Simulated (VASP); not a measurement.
# Ni in VASP: single point with PBE

Aim: the single point of Ni with PBE.

All numbers are computed with VASP 6.6.1; they aren't measurements. Logs are shortened: lines on timing, memory, paths and dates and some standing lists are left out, and cuts for length are marked.

## 1. The cell of the first run

The cell holds a slab with vacuum, 4 atoms: a = 2.488 Å, b = 2.488 Å, c = 22.094 Å, α = 90.00°, β = 90.00°, γ = 120.00°.

## 2. Single point, PBE, collinear spin, ferromagnetic start

POSCAR reads:

```
Ni
1.0
    2.4880368655      0.0000000000      0.0000000000
   -1.2440184327      2.1547031311      0.0000000000
    0.0000000000      0.0000000000     22.0944000000
Ni
4
Direct
    0.0000000000      0.0000000000      0.3620822294
    0.3333333340      0.6666666660      0.4540274094
    0.6666666670      0.3333333330      0.5459725900
    0.0000000000      0.0000000000      0.6379177706
```

INCAR.step1 reads:

```
SYSTEM = Ni
  PREC = Accurate
  ENCUT = 520
  EDIFF = 1E-6
  ISMEAR = -1
  SIGMA = 0.05
  LREAL = .FALSE.
  LASPH = .TRUE.
  NELM = 150
  ALGO = Normal
  ISIF = 2
  LWAVE = .FALSE.
  LCHARG = .TRUE.
  ISPIN = 2
  MAGMOM = 1 1 1 1
  LMAXMIX = 4
  LDIPOL = .TRUE.
  IDIPOL = 3
  DIPOL = 0.5 0.5 0.500
  GGA = PE
  NBANDS = 32
```

KPOINTS.step1 reads:

```
Automatic mesh
0
G
  19 19 1
  0 0 0
```

INCAR.step2 reads:

```
SYSTEM = Ni
  PREC = Accurate
  ENCUT = 520
  EDIFF = 1E-6
  ISMEAR = -5
  SIGMA = 0.05
  LREAL = .FALSE.
  LASPH = .TRUE.
  NELM = 150
  ALGO = Normal
  ISIF = 2
  LWAVE = .FALSE.
  LCHARG = .FALSE.
  ISPIN = 2
  MAGMOM = 1 1 1 1
  LORBIT = 10
  LMAXMIX = 4
  LDIPOL = .TRUE.
  IDIPOL = 3
  DIPOL = 0.5 0.5 0.500
  GGA = PE
  NBANDS = 32
  NEDOS = 1001
  ICHARG = 11
```

KPOINTS.step2 reads:

```
Automatic mesh
0
G
  29 29 1
  0 0 0
```

Potentials or basis: VASP PAW PBE potentials, release 64 (Ni).

The run is started by

```sh
$ cat potpaw_PBE.64/Ni/POTCAR > POTCAR
$ cp INCAR.step1 INCAR
$ cp KPOINTS.step1 KPOINTS
$ mpirun -np 1 vasp_std > vasp.out
$ cp INCAR.step2 INCAR
$ cp KPOINTS.step2 KPOINTS
$ mpirun -np 1 vasp_std > vasp.out
```

OUTCAR:

```text
SYSTEM = Ni
   PREC = Accurate
   ENCUT = 520
   EDIFF = 1E-6
   ISMEAR = -5
   LREAL = .FALSE.
   LASPH = .TRUE.
   NELM = 150
   ISIF = 2
   ISPIN = 2
   LORBIT = 10
   GGA = PE
   ICHARG = 11

 ion  position               nearest neighbor table
   1  0.000  0.000  0.362-   2 2.49   2 2.49   2 2.49
   2  0.333  0.667  0.454-   1 2.49   1 2.49   1 2.49   3 2.49   3 2.49   3 2.49
   3  0.667  0.333  0.546-   2 2.49   4 2.49   4 2.49   2 2.49   2 2.49   4 2.49
   4  0.000  0.000  0.638-   3 2.49   3 2.49   3 2.49

  LATTYP: Found a hexagonal cell.
 ALAT       =     2.4880368655
 C/A-ratio  =     8.8802542705

  Lattice vectors:

 A1 = (   2.4880368655,   0.0000000000,   0.0000000000)
 A2 = (  -1.2440184327,   2.1547031311,   0.0000000000)
 A3 = (   0.0000000000,   0.0000000000,  22.0944000000)

Analysis of symmetry for initial positions (statically):
=====================================================================
 Subroutine PRICEL returns:
 Original cell was already a primitive cell.

 Routine SETGRP: Setting up the symmetry group for a
 hexagonal supercell.

 Subroutine GETGRP returns: Found 12 space group operations
 (whereof 12 operations were pure point group operations)
 out of a pool of 24 trial point group operations.

The static configuration has the point symmetry D_3d.

Analysis of symmetry for dynamics (positions and initial velocities):
=====================================================================
 Subroutine PRICEL returns:
 Original cell was already a primitive cell.

 Routine SETGRP: Setting up the symmetry group for a
 hexagonal supercell.

 Subroutine GETGRP returns: Found 12 space group operations
 (whereof 12 operations were pure point group operations)
 out of a pool of 24 trial point group operations.

The dynamic configuration has the point symmetry D_3d.

Analysis of structural, dynamic, and magnetic symmetry:
=====================================================================
 Subroutine PRICEL returns:
 Original cell was already a primitive cell.

 Routine SETGRP: Setting up the symmetry group for a
 hexagonal supercell.

 Subroutine GETGRP returns: Found 12 space group operations
 (whereof 12 operations were pure point group operations)
 out of a pool of 24 trial point group operations.

The overall configuration has the point symmetry D_3d.

 Subroutine INISYM returns: Found 12 space group operations
 (whereof 12 operations are pure point group operations),
 and found     1 'primitive' translations

----------------------------------------------------------------------------------------

                                     Primitive cell

  volume of cell :     118.4477

  direct lattice vectors                    reciprocal lattice vectors
     2.488036865  0.000000000  0.000000000     0.401923305  0.232050528  0.000000000
    -1.244018433  2.154703131  0.000000000     0.000000000  0.464101057  0.000000000
     0.000000000  0.000000000 22.094400000     0.000000000  0.000000000  0.045260337

  length of vectors
     2.488036865  2.488036865 22.094400000     0.464101057  0.464101057  0.045260337

  position of ions in fractional coordinates (direct lattice)
     0.000000000  0.000000000  0.362082229
     0.333333334  0.666666666  0.454027409
     0.666666667  0.333333333  0.545972590
     0.000000000  0.000000000  0.637917771

  ion indices of the primitive-cell ions
   primitive index   ion index
                 1           1
                 2           2
                 3           3
                 4           4

----------------------------------------------------------------------------------------

 KPOINTS: Automatic mesh

Automatic generation of k-mesh.
 Grid dimensions read from file:
 generate k-points for:   29   29    1

 Generating k-lattice:

  Cartesian coordinates                     Fractional coordinates (reciprocal lattice)
     0.013859424  0.008001742  0.000000000     0.034482759  0.000000000  0.000000000
     0.000000000  0.016003485  0.000000000     0.000000000  0.034482759  0.000000000
     0.000000000  0.000000000  0.045260337     0.000000000  0.000000000  1.000000000

  Length of vectors
     0.016003485  0.016003485  0.045260337

  Shift w.r.t. Gamma in fractional coordinates (k-lattice)
     0.000000000  0.000000000  0.000000000

 TETIRR: Found    435 inequivalent tetrahedra from     5046

 Subroutine IBZKPT returns following result:
 ===========================================

 Found     85 irreducible k-points:

 Following reciprocal coordinates:
            Coordinates               Weight
  0.000000  0.000000  0.000000      1.000000
  0.034483  0.000000  0.000000      6.000000
  0.068966  0.000000  0.000000      6.000000
  0.103448 -0.000000  0.000000      6.000000
  0.137931  0.000000  0.000000      6.000000
  0.172414 -0.000000  0.000000      6.000000
[... 16 lines left out ...]
  0.275862  0.034483  0.000000     12.000000
  0.310345  0.034483  0.000000     12.000000
 [... further k-points ...]
   k-points           NKPTS =     85   k-points in BZ     NKDIM =     85   number of bands    NBANDS=     32
   number of dos      NEDOS =   1001   number of ions     NIONS =      4
   total plane-waves  NPLWV =  67200
   dimension x,y,z NGX =    20 NGY =   20 NGZ =  168
   dimension x,y,z NGXF=    40 NGYF=   40 NGZF=  336
   ions per type =               4
   NGX,Y,Z   is equivalent  to a cutoff of  13.36, 13.36, 12.64 a.u.
   NGXF,Y,Z  is equivalent  to a cutoff of  26.73, 26.73, 25.28 a.u.
 SYSTEM =  Ni
   PREC   = accura    normal or accurate (medium, high low for compatibility)
   ISTART =      0    job   : 0-new  1-cont  2-samecut
   ICHARG =     11    charge: 1-file 2-atom 10-const
   ISPIN  =      2    spin polarized calculation?
   LNONCOLLINEAR =      F non collinear calculations
   LSORBIT =      F    spin-orbit coupling
   LASPH  =      T    aspherical Exc in radial PAW
   ENCUT  =  520.0 eV  38.22 Ry    6.18 a.u.   4.63  4.63 41.08*2*pi/ulx,y,z
   NELM   =    150;   NELMIN=  2; NELMDL=  0     # of ELM steps
   EDIFF  = 0.1E-05   stopping-criterion for ELM
   LREAL  =      F    real-space projection
   EDIFFG = 0.1E-04   stopping-criterion for IOM
   NSW    =      0    number of steps for IOM
   IBRION =     -1    ionic relax: 0-MD 1-quasi-New 2-CG
   NFREE  =      0    steps in history (QN), initial steepest desc. (CG)
   ISIF   =      2    stress and relaxation
   ISYM   =      2    0-nonsym 1-usesym 2-fastsym
   POTIM  = 0.5000    time-step for ionic-motion
   TEBEG  =    0.0;   TEEND  =   0.0 temperature during run
   PSTRESS=    0.0 pullay stress
   NELECT =      40.0000    total number of electrons
   NUPDOWN=      -1.0000    fix difference up-down
   EMIN   =  10.00;   EMAX   =-10.00  energy-range for DOS
   EFERMI =   0.00;   METHOD = LEGACY
   ISMEAR =    -5;   SIGMA  =   0.05  broadening in eV -4-tet -1-fermi 0-gaus
   EFERMI_NEDOS =   21; number of points for ismear=-14 and -15
   IALGO  =     38    algorithm
   IMIX   =      4    mixing-type and parameters
     AMIX     =   0.40;   BMIX     =  1.00
     AMIX_MAG =   1.60;   BMIX_MAG =  1.00
  volume/ion in A,a.u.               =      29.61       199.83
  Fermi-wavevector in a.u.,A,eV,Ry     =   1.140038  2.154359 17.683311  1.299687
  Thomas-Fermi vector in A             =   2.276741
   LORBIT       =     10    0 simple, 1 ext, 2 COOP (PROOUT), +10 PAW based schemes
   GGA     = PE    functional components
   LHFCALC =     F    Hartree Fock is set to
   AEXX    =    0.0000 exact exchange contribution
   IVDW    =     0    specifies the selected vdW correction
   LEPSILON=     F    determine dielectric tensor
   LRPA    =     F    only Hartree local field effects (RPA)
 spin polarized calculation
 Fermi weights with tetrahedron method with Bloechl corrections
  energy-cutoff  :      520.00
  volume of cell :      118.45
 maximum number of plane-waves:      3234
 NGX is ok and might be reduce to    20

 number of electron      40.0000023 magnetization       2.6295802

 dipolmoment           0.000000      0.000000     -0.000000 electrons x Angstroem

 Free energy of the ion-electron system (eV)
  ---------------------------------------------------
  ext. energy  EPLUGINS =         0.00000000
  ---------------------------------------------------
  free energy    TOTEN  =       -20.59449001 eV

  energy without entropy =      -20.59449001  energy(sigma->0) =      -20.59449001

 E-fermi :   0.3174     XC(G=0):  -5.7224

 val. band max:        0.3149484585   @ k =   0.4828   0.0345   0.0000
 cond. band min:       0.3169955684   @ k =   0.3103   0.0345   0.0000
 fundamental gap:      0.0020471099
 Fermi energy:         0.3174448640

 spin component 1

 k-point     1 :       0.0000    0.0000    0.0000
  band No.  band energies     occupation
      1      -8.2089      1.00000
      2      -6.8556      1.00000
      3      -5.2235      1.00000
      4      -4.5405      1.00000
      5      -2.2453      1.00000
      6      -2.1782      1.00000
[... 829 lines left out ...]
     31      11.1548      0.00000
     32      12.0866      0.00000

 [... further k-points ...]

 spin component 2

 k-point     1 :       0.0000    0.0000    0.0000
  band No.  band energies     occupation
      1      -8.2478      1.00000
      2      -6.8848      1.00000
      3      -5.1518      1.00000
      4      -4.1837      1.00000
      5      -1.5708      1.00000
      6      -1.4740      1.00000
[... 829 lines left out ...]
     31      11.2898      0.00000
     32      12.0996      0.00000

 [... further k-points ...]

------------------------ aborting loop because EDIFF is reached ----------------------------------------

 vacuum level on the upper side and lower side of the slab       (xc-potential included)         0.001         0.001

  FORCE on cell =-STRESS in cart. coord.  units (eV):
  Direction    XX          YY          ZZ          XY          YZ          ZX
  --------------------------------------------------------------------------------------
  -------------------------------------------------------------------------------------
  Total       -2.2127581     -2.2127581     -1.3657460     -0.0000000      0.0000000      0.0000000
  in kB      -29.9307810    -29.9307810    -18.4737071     -0.0000000      0.0000000      0.0000000
  external PRESSURE =     -26.1117564 kB  Pullay stress =       0.0000000 kB

 VOLUME and BASIS-vectors are now :
 -----------------------------------------------------------------------------
  energy-cutoff  :      520.00
  volume of cell :      118.45
      direct lattice vectors                 reciprocal lattice vectors
     2.488036865  0.000000000  0.000000000     0.401923305  0.232050528  0.000000000
    -1.244018433  2.154703131  0.000000000     0.000000000  0.464101057  0.000000000
     0.000000000  0.000000000 22.094400000     0.000000000  0.000000000  0.045260337

 POSITION                                       TOTAL-FORCE (eV/Angst)
 -----------------------------------------------------------------------------------
      0.00000      0.00000      7.99999         0.000000     -0.000000      0.146863
      0.00000      1.43647     10.03146         0.000000      0.000000     -0.071987
      1.24402      0.71823     12.06294        -0.000000      0.000000      0.071987
      0.00000      0.00000     14.09441         0.000000      0.000000     -0.146863
 -----------------------------------------------------------------------------------
    total drift:                                0.000006     -0.000004     -0.000037

  FREE ENERGIE OF THE ION-ELECTRON SYSTEM (eV)
  ---------------------------------------------------
  free  energy   TOTEN  =       -20.5944900124 eV

  energy  without entropy=      -20.5944900124  energy(sigma->0) =      -20.59449001

 vacuum level on the upper side and lower side of the slab         5.364         5.364

 total charge

# of ion       s       p       d       tot
------------------------------------------
    1        0.489   0.381   8.308   9.178
    2        0.493   0.494   8.307   9.293
    3        0.493   0.494   8.307   9.293
    4        0.489   0.381   8.308   9.178
--------------------------------------------------
tot          1.963   1.749  33.230  36.942

 magnetization (x)

# of ion       s       p       d       tot
------------------------------------------
    1       -0.006  -0.025   0.699   0.667
    2       -0.007  -0.027   0.720   0.685
    3       -0.007  -0.027   0.720   0.685
    4       -0.006  -0.025   0.699   0.667
--------------------------------------------------
tot         -0.027  -0.105   2.836   2.705
```

It took 10 min on 1 thread of AMD EPYC 9R45 (Zen 5), shared host; peak memory 0.53 GiB.

What came out:

* Net moment: 2.63 μB per cell
* Site moments: Ni +0.67, +0.69 (each value once) μB
* Valence electrons inside the program's atomic spheres: Ni 9.18, 9.29 (each value once)

Levels at points of the mesh, in eV from the Fermi level:
Spin up:
| k point | band 17 | band 18 | band 19 | band 20 | band 21 | band 22 | band 23 | band 24 | band 25 | band 26 |
| --- | --- | --- | --- | --- | --- | --- | --- | --- | --- | --- |
| (0.00, 0.00, 0.00) | -1.30 | -1.14 | -1.14 | -0.77 | -0.77 | -0.65 | -0.63 | -0.63 | 0.27 | 4.79 |
Spin down:
```csv
k point,band 14,band 15,band 16,band 17,band 18,band 19,band 20,band 21,band 22,band 23
"(0.00, 0.00, 0.00)",-1.32,-1.32,-0.65,-0.65,-0.46,-0.46,-0.45,-0.08,-0.08,0.14
```

Caveat: tetrahedron occupations give inexact forces and stress in metals.
